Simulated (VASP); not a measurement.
Mg2Sn: electric field gradients with LDA

The system is Mg2Sn.

```xyz
3
Lattice="0.0000 3.4458 3.4458 3.4458 0.0000 3.4458 3.4458 3.4458 0.0000" Properties=species:S:1:pos:R:3 pbc="T T T"
Mg    1.7229    1.7229    1.7229
Mg    5.1687    5.1687    5.1687
Sn    0.0000    0.0000    0.0000
```

```
Program                : VASP 6.6.1
Task                   : electric field gradients
Functional             : LDA
Potentials or basis    : VASP PAW LDA potentials, release 64 (Mg, Sn_d)
Cutoff                 : 520 eV
k mesh                 : 11 × 11 × 11
Occupations            : fermi-dirac, width 0.08 eV
Spin                   : no spin polarisation
Dipole correction      : no
Further INCAR settings : ALGO = Normal; EDIFF = 1e-08; NBANDS = 16
```

```
Pressure                                : -4.0 GPa
Band gap on the k mesh                  : zero (bands 9 and 10 overlap by 0.25 eV)
Largest electric field gradient by atom : zero within the noise of the run
```

Levels at points of the mesh, in eV from the Fermi level:
| k point | band 6 | band 7 | band 8 | band 9 | band 10 | band 11 | band 12 | band 13 |
| --- | --- | --- | --- | --- | --- | --- | --- | --- |
| (0.00, 0.00, 0.00) | -8.81 | 0.06 | 0.06 | 0.06 | 1.05 | 2.16 | 2.16 | 2.16 |

Wall time 98 s on 1 thread of Intel Xeon 8259CL (shared host), peak memory 0.22 GiB.

Caveat: the cell stands under tension; spin-orbit coupling is left out, which moves the levels of the heavy elements.
